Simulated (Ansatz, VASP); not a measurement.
## One calculation of LiCl, two programs

POSCAR

```
LiCl
1.0
    0.0000000000      2.5647612402      2.5647612402
    2.5647612402      0.0000000000      2.5647612402
    2.5647612402      2.5647612402      0.0000000000
Li Cl
1 1
Direct
    0.0000000000      0.0000000000      0.0000000000
    0.5000000000      0.5000000000      0.5000000000
```

The input INCAR.step1:

```
SYSTEM = LiCl
  PREC = Accurate
  ENCUT = 520
  ISMEAR = 0
  SIGMA = 0.05
  LREAL = .FALSE.
  LASPH = .TRUE.
  NELM = 100
  NBANDS = 12
  GGA = PE
  ALGO = Normal
  EDIFF = 1E-4
  LWAVE = .TRUE.
  LCHARG = .FALSE.
```

INCAR.step2

```
SYSTEM = LiCl
  PREC = Accurate
  ENCUT = 520
  EDIFF = 1E-6
  ISMEAR = 0
  SIGMA = 0.05
  LREAL = .FALSE.
  LASPH = .TRUE.
  NELM = 100
  ALGO = Normal
  ISIF = 2
  LWAVE = .FALSE.
  LCHARG = .TRUE.
  METAGGA = R2SCAN
  LMIXTAU = .TRUE.
  LELF = .TRUE.
  LVHAR = .TRUE.
  NBANDS = 12
  ISTART = 1
```

The input KPOINTS:

```
Automatic mesh
0
G
  12 12 12
  0 0 0
```

Input for Ansatz:

```yaml
crystal:
  lattice:
    - [0.0, 2.5647612402, 2.5647612402]
    - [2.5647612402, 0.0, 2.5647612402]
    - [2.5647612402, 2.5647612402, 0.0]
  atoms:
    - { symbol: Li, position: [0.0, 0.0, 0.0] }
    - { symbol: Cl, position: [0.5, 0.5, 0.5] }
basis:
  ecutwfc: 500
  ecutrho_ratio: 4
kpoints:
  mp_grid: { grid: [12, 12, 12] }
hamiltonian:
  xc: r2scan
scf:
  occupations: { method: gaussian, width: 0.05 }
output:
  forces: true
  stress: true
  eigenvalues: true
  eigenstates:
    nscf_kmesh: { grid: [20, 20, 20] }
    de_dk: true
    e_range: [-2.5, 9.727400149735]
  write_density: true
  write_potential: true
  elf: true
  volumetric_format: npy
```

Alike in both runs: task single point; functional r2SCAN; k mesh 12 × 12 × 12; occupations gaussian, width 0.05 eV; no spin polarisation.

|  | VASP | Ansatz |
| --- | --- | --- |
| version | VASP 6.6.1 | Ansatz 0.2.0 |
| potentials or method | VASP PAW PBE potentials, release 64 (Li_sv, Cl), cutoff 520 eV | scalar-relativistic, plane waves, PAW |
| valence electrons in the cell | 10 | 10 |

VASP gave:

| Property | Result |
| --- | --- |
| gap on the k mesh at the Fermi level (eV) | 7.30 |
| least direct gap on the mesh (eV) | 7.30 |

Problem. What did Ansatz give for the same quantities?

Solution. gap on the k mesh at the Fermi level (eV): 7.23; least direct gap on the mesh (eV): 7.23.

VASP's potentials were made for PBE, not for r2SCAN. With one functional, cell and mesh, what is left measures potentials, basis and numerics.

Noted on VASP's run: the cutoff is short for stress, so the pressure is rough.
